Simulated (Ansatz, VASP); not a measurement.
Two plane-wave programs on Al2O3

The input POSCAR:

```
Al2O3
1.0
    2.3802500000      1.3742379782      4.3318666667
   -2.3802500000      1.3742379782      4.3318666667
    0.0000000000     -2.7484759565      4.3318666667
Al O
4 6
Direct
    0.8521600000      0.8521600000      0.8521600000
    0.6478400000      0.6478400000      0.6478400000
    0.1478400000      0.1478400000      0.1478400000
    0.3521600000      0.3521600000      0.3521600000
    0.0566800000      0.7500000000      0.4433200000
    0.7500000000      0.4433200000      0.0566800000
    0.4433200000      0.0566800000      0.7500000000
    0.9433200000      0.2500000000      0.5566800000
    0.2500000000      0.5566800000      0.9433200000
    0.5566800000      0.9433200000      0.2500000000
```

INCAR.step1

```
SYSTEM = Al2O3
PREC = Accurate
ENCUT = 600
ISMEAR = -1
SIGMA = 0.05
LREAL = .False.
LASPH = .True.
NELM = 80
GGA = PE
ALGO = Normal
EDIFF = 1E-4
LWAVE = .True.
LCHARG = .False.
```

File INCAR.step2:

```
SYSTEM = Al2O3
PREC = Accurate
ENCUT = 600
EDIFF = 1E-6
ISMEAR = -1
SIGMA = 0.05
LREAL = .False.
LASPH = .True.
NELM = 80
ALGO = Normal
ISIF = 3
LWAVE = .False.
LCHARG = .False.
METAGGA = R2SCAN
LMIXTAU = .True.
IBRION = 2
NSW = 60
EDIFFG = -0.01
ISTART = 1
```

Contents of KPOINTS:

```
Automatic mesh
0
Gamma
  7 7 7
  0 0 0
```

Contents of input.yaml:

```yaml
crystal:
  lattice:
    - [2.38025, 1.3742379782, 4.3318666667]
    - [-2.38025, 1.3742379782, 4.3318666667]
    - [0.0, -2.7484759565, 4.3318666667]
  atoms:
    - { symbol: Al, position: [0.85216, 0.85216, 0.85216] }
    - { symbol: Al, position: [0.64784, 0.64784, 0.64784] }
    - { symbol: Al, position: [0.14784, 0.14784, 0.14784] }
    - { symbol: Al, position: [0.35216, 0.35216, 0.35216] }
    - { symbol: O, position: [0.05668, 0.75, 0.44332] }
    - { symbol: O, position: [0.75, 0.44332, 0.05668] }
    - { symbol: O, position: [0.44332, 0.05668, 0.75] }
    - { symbol: O, position: [0.94332, 0.25, 0.55668] }
    - { symbol: O, position: [0.25, 0.55668, 0.94332] }
    - { symbol: O, position: [0.55668, 0.94332, 0.25] }
hamiltonian:
  xc: r2scan
  pseudopotentials: { kind: paw }
kpoints:
  mp_grid: { grid: [7, 7, 7] }
scf:
  occupations: { method: fermi_dirac, width: 0.05 }
output:
  forces: true
  stress: true
relax:
  f_tol: 0.01
  max_steps: 40
  cell: { stress_tol: 0.05 }
```

Alike in both runs: task relaxation of cell and atoms; functional r2SCAN; k mesh 7 × 7 × 7; occupations fermi-dirac, width 0.05 eV; no spin polarisation.

|  | VASP | Ansatz |
| --- | --- | --- |
| version | VASP 6.6.1 | Ansatz 0.2.0 |
| potentials or method | VASP PAW PBE potentials, release 64 (Al, O) | Ansatz PAW |
| plane-wave cutoff (eV) | 600 | 500 |
| valence electrons in the cell | 48 | 48 |

|  | VASP | Ansatz | Ansatz less VASP |
| --- | --- | --- | --- |
| relaxed volume (Å³/atom) | 8.47 | 8.50 | +0.026 |
| relaxed length of the cell vector where the two differ most in proportion (Å) | 5.123 | 5.130 | +0.0064 |

VASP's potentials were made for PBE, not for r2SCAN.

Noted on Ansatz's run: odd divisions of the mesh miss points on the zone boundary, where band edges often lie, so the gap on the mesh can be too wide; the plane-wave basis is chosen anew once the cell has moved, so the energies of steps on either side of that aren't comparable.
